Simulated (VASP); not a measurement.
# K2NaBAs2 (Ibam) in VASP: single point with PBEsol

Aim: the single point of K2NaBAs2 with PBEsol.

Everything below comes from runs of VASP 6.6.1. Logs are shortened: lines on timing, memory, paths and dates and some standing lists are left out, and cuts for length are marked.

## 1. The cell of the first run

It takes space group Ibam (No. 72, orthorhombic). Conventional cell: a = 6.663 Å, b = 14.654 Å, c = 6.505 Å, α = 90.00°, β = 90.00°, γ = 90.00°. Within 3.5 Å of B (site symmetry 222) lie 4 As at 2.52 Å and 2 B at 3.25 Å and 2 Na at 3.33 Å and 4 K at 3.48 Å. Within 3.8 Å of Na (site symmetry 222) lie 4 As at 2.92 Å and 2 Na at 3.25 Å and 2 B at 3.33 Å and 4 K at 3.43 Å. Within 3.5 Å of As (site symmetry m) lie 2 B at 2.52 Å and 2 Na at 2.92 Å and 4 K at 3.28 to 3.48 Å. K (site symmetry m) has 6 As at 3.28 to 3.96 Å and 2 Na at 3.43 Å and 2 B at 3.48 Å and 4 K at 3.94 to 4.00 Å within 4.3 Å.

## 2. Single point, PBEsol

Input file INCAR:

```
  PREC = Accurate
  ENCUT = 520
  EDIFF = 1E-6
  ISMEAR = 1
  SIGMA = 0.0675
  LREAL = False
  LASPH = True
  NELM = 100
  ALGO = Normal
  ISIF = 2
  LWAVE = False
  LCHARG = True
  GGA = PS
  LELF = True
  LVHAR = True
  NBANDS = 50
```

Input file KPOINTS:

```
regular mesh
0
Gamma
  5 5 5
```

Input file POSCAR:

```
K2NaBAs2
1.0
    0.0000000000      0.0000000000      6.5048510000
    6.6626830000      0.0000000000      0.0000000000
    3.3313410000      7.3270120000     -3.2524260000
B Na As K
2 2 4 4
Direct
    0.7500000000      0.5000000000      0.0000000000
    0.2500000000      0.5000000000      0.0000000000
    0.2500000000      0.0000000000      0.0000000000
    0.7500000000      0.0000000000      0.0000000000
    0.5946300000      0.6068400000      0.1892600000
    0.4053700000      0.3931600000      0.8107400000
    0.9053700000      0.7961000000      0.8107400000
    0.0946300000      0.2039000000      0.1892600000
    0.8258400000      0.4158300000      0.6516800000
    0.1741600000      0.5841700000      0.3483200000
    0.6741600000      0.0675100000      0.3483200000
    0.3258400000      0.9324900000      0.6516800000
```

Potentials or basis: VASP PAW PBE potentials, release 64 (B, Na_pv, As, K_sv).

Command:

```bash
$ cat potpaw_PBE.64/B/POTCAR potpaw_PBE.64/Na_pv/POTCAR potpaw_PBE.64/As/POTCAR potpaw_PBE.64/K_sv/POTCAR > POTCAR
$ mpirun -np 1 vasp_std > vasp.out
```

OUTCAR:

```text
PREC = Accurate
   ENCUT = 520
   EDIFF = 1E-6
   ISMEAR = 1
   LREAL = False
   LASPH = True
   NELM = 100
   ISIF = 2
   GGA = PS

 ion  position               nearest neighbor table
   1  0.750  0.500  0.000-   6 2.52   8 2.52   5 2.52   7 2.52
   2  0.250  0.500  0.000-   5 2.52   7 2.52   6 2.52   8 2.52
   3  0.250  0.000  0.000-
   4  0.750  0.000  0.000-
   5  0.595  0.607  0.189-   2 2.52   1 2.52  11 3.28
   6  0.405  0.393  0.811-   1 2.52   2 2.52  12 3.28
   7  0.905  0.796  0.811-   2 2.52   1 2.52   9 3.28
   8  0.095  0.204  0.189-   1 2.52   2 2.52  10 3.28
   9  0.826  0.416  0.652-   7 3.28
  10  0.174  0.584  0.348-   8 3.28
  11  0.674  0.068  0.348-   5 3.28
  12  0.326  0.932  0.652-   6 3.28

  LATTYP: Found a body centered orthorhombic cell.
 ALAT       =     6.5048510000
 B/A-ratio  =     1.0242637379
 C/A-ratio  =     2.2527839608

  Lattice vectors:

 A1 = (   3.3313420000,  -7.3270120000,   3.2524260000)
 A2 = (  -3.3313410000,  -7.3270120000,  -3.2524250000)
 A3 = (   3.3313410000,   7.3270120000,  -3.2524260000)

Analysis of symmetry for initial positions (statically):
=====================================================================
 Subroutine PRICEL returns:
 Original cell was already a primitive cell.

 Routine SETGRP: Setting up the symmetry group for a
 body centered orthorhombic supercell.

 Subroutine GETGRP returns: Found  8 space group operations
 (whereof  4 operations were pure point group operations)
 out of a pool of  8 trial point group operations.

The static configuration has the point symmetry C_2h.
 The point group associated with its full space group is D_2h.

Analysis of symmetry for dynamics (positions and initial velocities):
=====================================================================
 Subroutine PRICEL returns:
 Original cell was already a primitive cell.

 Routine SETGRP: Setting up the symmetry group for a
 body centered orthorhombic supercell.

 Subroutine GETGRP returns: Found  8 space group operations
 (whereof  4 operations were pure point group operations)
 out of a pool of  8 trial point group operations.

The dynamic configuration has the point symmetry C_2h.
 The point group associated with its full space group is D_2h.

 Subroutine INISYM returns: Found  8 space group operations
 (whereof  4 operations are pure point group operations),
 and found     1 'primitive' translations

----------------------------------------------------------------------------------------

                                     Primitive cell

  volume of cell :     317.5509

  direct lattice vectors                    reciprocal lattice vectors
     0.000000000  0.000000000  6.504851000     0.000000000  0.068240652  0.153731423
     6.662683000  0.000000000  0.000000000     0.150089686 -0.068240631  0.000000000
     3.331341000  7.327012000 -3.252426000     0.000000000  0.136481283  0.000000000

  length of vectors
     6.504851000  6.662683000  8.681083607     0.168196721  0.164874794  0.136481283

  position of ions in fractional coordinates (direct lattice)
     0.750000000  0.500000000  0.000000000
     0.250000000  0.500000000  0.000000000
     0.250000000  0.000000000  0.000000000
     0.750000000  0.000000000  0.000000000
     0.594630000  0.606840000  0.189260000
     0.405370000  0.393160000  0.810740000
     0.905370000  0.796100000  0.810740000
     0.094630000  0.203900000  0.189260000
     0.825840000  0.415830000  0.651680000
     0.174160000  0.584170000  0.348320000
     0.674160000  0.067510000  0.348320000
     0.325840000  0.932490000  0.651680000

  ion indices of the primitive-cell ions
   primitive index   ion index
                 1           1
                 2           2
                 3           3
                 4           4
                 5           5
                 6           6
                 7           7
                 8           8
                 9           9
                10          10
                11          11
                12          12

----------------------------------------------------------------------------------------

 KPOINTS: regular mesh

Automatic generation of k-mesh.
 Grid dimensions read from file:
 generate k-points for:    5    5    5

 Generating k-lattice:

  Cartesian coordinates                     Fractional coordinates (reciprocal lattice)
     0.000000000  0.013648130  0.030746285     0.200000000  0.000000000  0.000000000
     0.030017937 -0.013648126  0.000000000     0.000000000  0.200000000  0.000000000
     0.000000000  0.027296257  0.000000000     0.000000000  0.000000000  0.200000000

  Length of vectors
     0.033639344  0.032974959  0.027296257

  Shift w.r.t. Gamma in fractional coordinates (k-lattice)
     0.000000000  0.000000000  0.000000000

 Subroutine IBZKPT returns following result:
 ===========================================

 Found     27 irreducible k-points:

 Following reciprocal coordinates:
            Coordinates               Weight
  0.000000  0.000000  0.000000      1.000000
  0.200000  0.000000 -0.000000      4.000000
  0.400000  0.000000 -0.000000      4.000000
  0.000000  0.200000  0.000000      4.000000
  0.200000  0.200000 -0.000000      4.000000
  0.400000  0.200000 -0.000000      8.000000
[... 16 lines left out ...]
  0.200000 -0.200000  0.200000      8.000000
  0.400000 -0.200000  0.200000      4.000000
 [... further k-points ...]
   k-points           NKPTS =     27   k-points in BZ     NKDIM =     27   number of bands    NBANDS=     50
   number of dos      NEDOS =    301   number of ions     NIONS =     12
   total plane-waves  NPLWV = 168000
   dimension x,y,z NGX =    48 NGY =   50 NGZ =   70
   dimension x,y,z NGXF=    96 NGYF=  100 NGZF=  140
   ions per type =               2   2   4   4
   NGX,Y,Z   is equivalent  to a cutoff of  12.27, 12.48, 13.41 a.u.
   NGXF,Y,Z  is equivalent  to a cutoff of  24.53, 24.95, 26.81 a.u.
 SYSTEM =  unknown system
   PREC   = accura    normal or accurate (medium, high low for compatibility)
   ISTART =      0    job   : 0-new  1-cont  2-samecut
   ICHARG =      2    charge: 1-file 2-atom 10-const
   ISPIN  =      1    spin polarized calculation?
   LNONCOLLINEAR =      F non collinear calculations
   LSORBIT =      F    spin-orbit coupling
   LASPH  =      T    aspherical Exc in radial PAW
   ENCUT  =  520.0 eV  38.22 Ry    6.18 a.u.  12.09 12.39 16.14*2*pi/ulx,y,z
   NELM   =    100;   NELMIN=  2; NELMDL= -5     # of ELM steps
   EDIFF  = 0.1E-05   stopping-criterion for ELM
   LREAL  =      F    real-space projection
   EDIFFG = 0.1E-04   stopping-criterion for IOM
   NSW    =      0    number of steps for IOM
   IBRION =     -1    ionic relax: 0-MD 1-quasi-New 2-CG
   NFREE  =      0    steps in history (QN), initial steepest desc. (CG)
   ISIF   =      2    stress and relaxation
   ISYM   =      2    0-nonsym 1-usesym 2-fastsym
   POTIM  = 0.5000    time-step for ionic-motion
   TEBEG  =    0.0;   TEEND  =   0.0 temperature during run
   PSTRESS=    0.0 pullay stress
   NELECT =      76.0000    total number of electrons
   NUPDOWN=      -1.0000    fix difference up-down
   EMIN   =  10.00;   EMAX   =-10.00  energy-range for DOS
   EFERMI =   0.00;   METHOD = LEGACY
   ISMEAR =     1;   SIGMA  =   0.07  broadening in eV -4-tet -1-fermi 0-gaus
   EFERMI_NEDOS =   21; number of points for ismear=-14 and -15
   IALGO  =     38    algorithm
   IMIX   =      4    mixing-type and parameters
     AMIX     =   0.40;   BMIX     =  1.00
     AMIX_MAG =   1.60;   BMIX_MAG =  1.00
  volume/ion in A,a.u.               =      26.46       178.58
  Fermi-wavevector in a.u.,A,eV,Ry     =   1.016424  1.920763 14.056419  1.033118
  Thomas-Fermi vector in A             =   2.149767
   LORBIT       =      0    0 simple, 1 ext, 2 COOP (PROOUT), +10 PAW based schemes
   GGA     = PS    functional components
   LHFCALC =     F    Hartree Fock is set to
   AEXX    =    0.0000 exact exchange contribution
   IVDW    =     0    specifies the selected vdW correction
   LEPSILON=     F    determine dielectric tensor
   LRPA    =     F    only Hartree local field effects (RPA)
 non-spin polarized calculation
 Methfessel and Paxton  Order N= 1 SIGMA  =   0.07
  energy-cutoff  :      520.00
  volume of cell :      317.55
 maximum number of plane-waves:      8570
   NGX = 25   NGY = 25   NGZ = 33

 number of electron      76.0000002 magnetization

 Free energy of the ion-electron system (eV)
  ---------------------------------------------------
  ext. energy  EPLUGINS =         0.00000000
  ---------------------------------------------------
  free energy    TOTEN  =       -41.44055195 eV

  energy without entropy =      -41.44102518  energy(sigma->0) =      -41.44070970

 E-fermi :   1.5416     XC(G=0):  -8.3483

 val. band max:        1.4983302961   @ k =   0.0000   0.0000   0.2000
 cond. band min:       2.1825938397   @ k =   0.0000   0.0000   0.0000
 fundamental gap:      0.6842635436
 Fermi energy:         1.5416088501

 k-point     1 :       0.0000    0.0000    0.0000
  band No.  band energies     occupation
      1     -29.0142      2.00000
      2     -28.9991      2.00000
      3     -28.9966      2.00000
      4     -28.9888      2.00000
      5     -22.0461      2.00000
      6     -22.0358      2.00000
[... 42 lines left out ...]
     49       5.3968      0.00000
     50       5.4802      0.00000

 k-point     2 :       0.2000    0.0000   -0.0000
  band No.  band energies     occupation
      1     -29.0125      2.00000
      2     -28.9983      2.00000
      3     -28.9981      2.00000
      4     -28.9898      2.00000
      5     -22.0451      2.00000
      6     -22.0368      2.00000
[... 1158 lines left out ...]
 k-point    24 :       0.4000   -0.2000    0.2000
  band No.  band energies     occupation
      1     -29.0069      2.00000
      2     -29.0017      2.00000
      3     -28.9967      2.00000
      4     -28.9934      2.00000
      5     -22.0426      2.00000
      6     -22.0394      2.00000
[... 42 lines left out ...]
     49       5.7399      0.00000
     50       5.8316      0.00000

 [... further k-points ...]

------------------------ aborting loop because EDIFF is reached ----------------------------------------

  FORCE on cell =-STRESS in cart. coord.  units (eV):
  Direction    XX          YY          ZZ          XY          YZ          ZX
  --------------------------------------------------------------------------------------
  -------------------------------------------------------------------------------------
  Total       -9.8085724     -9.3979072    -10.4972246      0.0000006      0.0000006     -0.0000000
  in kB      -49.4883506    -47.4163725    -52.9628887      0.0000032      0.0000032     -0.0000000
  external PRESSURE =     -49.9558706 kB  Pullay stress =       0.0000000 kB

 VOLUME and BASIS-vectors are now :
 -----------------------------------------------------------------------------
  energy-cutoff  :      520.00
  volume of cell :      317.55
      direct lattice vectors                 reciprocal lattice vectors
     0.000000000  0.000000000  6.504851000     0.000000000  0.068240652  0.153731423
     6.662683000  0.000000000  0.000000000     0.150089686 -0.068240631  0.000000000
     3.331341000  7.327012000 -3.252426000     0.000000000  0.136481283  0.000000000

 POSITION                                       TOTAL-FORCE (eV/Angst)
 -----------------------------------------------------------------------------------
      3.33134      0.00000      4.87864         0.000000      0.000000     -0.000000
      3.33134      0.00000      1.62621         0.000000      0.000000      0.000000
      0.00000      0.00000      1.62621         0.000000     -0.000000      0.000000
      0.00000      0.00000      4.87864         0.000000      0.000000      0.000000
      4.67367      1.38671      3.25243        -1.608809     -1.455500      0.000000
      5.32035      5.94030     -0.00000         1.608809      1.455500     -0.000000
      8.00501      5.94030      3.25243        -1.608809      1.455500     -0.000000
      1.98901      1.38671     -0.00000         1.608809     -1.455500      0.000000
      4.94151      4.77487      3.25243         0.185108      0.283740     -0.000000
      5.05251      2.55214     -0.00000        -0.185108     -0.283740      0.000000
      1.61017      2.55214      3.25243         0.185108     -0.283740      0.000000
      8.38385      4.77487     -0.00000        -0.185108      0.283740     -0.000000
 -----------------------------------------------------------------------------------
    total drift:                                0.000000     -0.000000      0.000000

  FREE ENERGIE OF THE ION-ELECTRON SYSTEM (eV)
  ---------------------------------------------------
  free  energy   TOTEN  =       -41.4405519530 eV

  energy  without entropy=      -41.4410251834  energy(sigma->0) =      -41.44070970
```

Run time: 10 min. Hardware: 1 thread of Intel Xeon Platinum 8259CL at 2.50GHz (Skylake/Cascade Lake), shared host; peak memory 0.66 GiB.

What came out:

| Item | Value |
| --- | --- |
| Free energy | -41.4406 eV |
| Pressure | -5.0 GPa |
| Largest force | 2.170 eV/Å |
| Band gap on the k mesh | 0.68 eV |

Forces in eV/Å, atoms in the order of the input:
```
B    0.000  0.000  0.000
B    0.000  0.000  0.000
Na   0.000  0.000  0.000
Na   0.000  0.000  0.000
As  -1.609 -1.456  0.000
As   1.609  1.456  0.000
As  -1.609  1.456  0.000
As   1.609 -1.456  0.000
K    0.185  0.284  0.000
K   -0.185 -0.284  0.000
K    0.185 -0.284  0.000
K   -0.185  0.284  0.000
```

Levels at points of the mesh, in eV from the valence-band top:
```tsv
k point	band 34	band 35	band 36	band 37	band 38	band 39	band 40	band 41	band 42	band 43
(0.00, 0.00, 0.00)	-1.67	-0.43	-0.29	-0.29	0.00	0.68	0.93	1.83	2.53	2.96
```

Caveat: the cell stands under tension; semilocal functionals underestimate gaps, and a narrow one can read as zero; the PAW data sets were made with another functional, which shifts forces and pressure a little. A k mesh can miss the band edges.
